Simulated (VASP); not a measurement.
Runs of VASP 6.6.1 on CaO. The structure is that of space group Pm-3m (No. 221), or close to it. The cells are those of the table. 

| cell | gap on the mesh (eV) | pressure (GPa) |
| --- | --- | --- |
| a = 2.903 Å, 2 atoms | 3.28 | (b) |
| a = 2.883 Å, 2 atoms | 3.27 | 3.7 |
| a = 2.910 Å, 2 atoms | 3.28 | (a) |
| a = 2.934 Å, 2 atoms | 3.28 | -2.7 |

Alike in all rows: task single point; level r2SCAN; potentials or basis VASP PAW PBE potentials, release 64 (Ca_sv, O); no spin polarisation; k mesh 8 × 8 × 8; cutoff (eV) 520; smearing gaussian 0.05 eV.

Question: Fill in the values left out.

Answer: (a) 0.1; (b) 1.1.

Caveats: the PAW data sets were made with another functional, which shifts forces and pressure a little.

A k mesh can miss the band edges.
